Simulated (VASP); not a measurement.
Input of a VASP 6.6.1 run:

INCAR

```
SYSTEM = Si4C
ALGO = Normal
EDIFF = 1E-6
ENCUT = 520
GGA = PE
ISIF = 2
ISMEAR = 0
LASPH = .TRUE.
LCHARG = .FALSE.
LREAL = .FALSE.
LWAVE = .FALSE.
NBANDS = 18
NELM = 60
PREC = Accurate
SIGMA = 0.1
```

File KPOINTS:

```
k-points
0
G
  12 12 12
  0 0 0
```

The input POSCAR:

```
Si4C
1.0
    2.6329424343      1.5201300232      2.7361361662
   -2.6329424343      1.5201300232      2.7361361662
    0.0000000000     -3.0402600464      2.7361361662
Si C
4 1
Direct
    0.5000000000      0.5000000000      0.5000000000
    0.0000000000      0.0000000000      0.5000000000
    0.5000000000      0.0000000000      0.0000000000
    0.0000000000      0.5000000000      0.0000000000
    0.0000000000      0.0000000000      0.0000000000
```

Potentials or basis: VASP PAW PBE potentials, release 64 (Si, C).

Command:

```bash
$ cat potpaw_PBE.64/Si/POTCAR potpaw_PBE.64/C/POTCAR > POTCAR
$ mpirun -np 1 vasp_std > vasp.out
```

**Question.** Predict the band gap on the k mesh.

**Answer.** Zero (bands 10 and 11 overlap by 4.00 eV).

**Question.** What does it give for the pressure?

**Answer.** 0.0 GPa.

Stress tensor (GPa, compression positive):
```
-0.01  0.00  0.00
 0.00 -0.01  0.00
 0.00  0.00  0.11
```
